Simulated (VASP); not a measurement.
A run of VASP 6.6.1:

File INCAR:

```
PREC = Accurate
ENCUT = 520
EDIFF = 1E-7
ISMEAR = 1
SIGMA = 0.1
LREAL = F
LASPH = T
NELM = 100
ALGO = Normal
ISIF = 2
LWAVE = F
LCHARG = F
GGA = PS
NBANDS = 8
```

Contents of KPOINTS:

```
Automatic mesh
0
Gamma
  12 12 12
```

File POSCAR:

```
Al
1.0
    2.7560720000      0.0000000000      0.0000000000
   -0.9186906379      2.5984496110      0.0000000000
   -0.9186906379     -1.2992247445      2.2503234088
Al
1
Direct
    0.0000000000      0.0000000000      0.0000000000
```

Potentials or basis: VASP PAW PBE potentials, release 64 (Al).

Launch:

```sh
$ cat potpaw_PBE.64/Al/POTCAR > POTCAR
$ mpirun -np 1 vasp_std > vasp.out
```

Hardware: 1 thread of Intel Xeon 8259CL, on a shared host.

Question: How long does it take, and how much memory?

Answer: Run time: 5 s on 1 thread of Intel Xeon 8259CL (shared host), peak memory 0.12 GiB. Counts: scf iterations 11, k points 72.
